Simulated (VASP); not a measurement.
Crystal: HfRu3.

```
Hf Ru
1.0
     3.95577    0.00000    0.00000
     0.00000    3.95577    0.00000
     0.00000    0.00000    3.95577
Hf Ru
1 3
Cartesian
  0.0000 0.0000 0.0000
  1.9779 1.9779 0.0000
  1.9779 0.0000 1.9779
  0.0000 1.9779 1.9779
```

Base run:

| Property | Result |
| --- | --- |
| Program | VASP 6.6.1 |
| Functional | revPBE |
| Potentials or basis | VASP PAW PBE potentials, release 64 (Hf_pv, Ru_pv) |
| Cutoff | 520 eV |
| k mesh | 6 × 6 × 6 |
| Occupations | gaussian, width 0.15 eV |
| Spin | no spin polarisation |

Its results: band gap on the k mesh zero (band 26 reaches 11.89 eV, above the bottom of band 27 at 8.95 eV); pressure 1.0 GPa.

Question: The run is repeated on the same cell with these changes: functional from revPBE to PBE; further incar settings from ALGO = Normal; EDIFF = 1e-06; NBANDS = 34 to ALGO = Normal; EDIFF = 1e-07; NBANDS = 34. What comes out?

Answer: Band gap on the k mesh zero (band 26 reaches 11.83 eV, above the bottom of band 27 at 8.88 eV); pressure -1.8 GPa.

Caveats: spin-orbit coupling is left out, which moves the levels of the heavy elements; the PAW data sets were made with another functional, which shifts forces and pressure a little (some runs).
